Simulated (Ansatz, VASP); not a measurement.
# MnS: VASP beside Ansatz

```
Mn S
1.0
     0.00000    2.45512    2.45512
     2.45512    0.00000    2.45512
     2.45512    2.45512    0.00000
Mn S
1 1
Direct
  0.00000 0.00000 0.00000
  0.25000 0.25000 0.25000
```

Alike in both runs: task single point; functional PBE; k mesh 10 × 10 × 10; occupations gaussian, width 0.05 eV; no spin polarisation.

|  | VASP | Ansatz |
| --- | --- | --- |
| version | VASP 6.6.1 | Ansatz 0.2.0 |
| potentials or method | VASP PAW PBE potentials, release 64 (Mn_pv, S), cutoff 520 eV | scalar-relativistic, plane waves, PAW |
| valence electrons in the cell | 19 | 21 |

```csv
,VASP,Ansatz,Ansatz less VASP
gap on the k mesh at the Fermi level (eV),none,none,-
pressure (GPa),6.3,6.2,-0.07
```

A gap of «none» marks a metal or a gap that the smearing closes. VASP's potentials hold 19 valence electrons a cell and Ansatz's 21, so a difference there can come from the potentials and not from the codes.
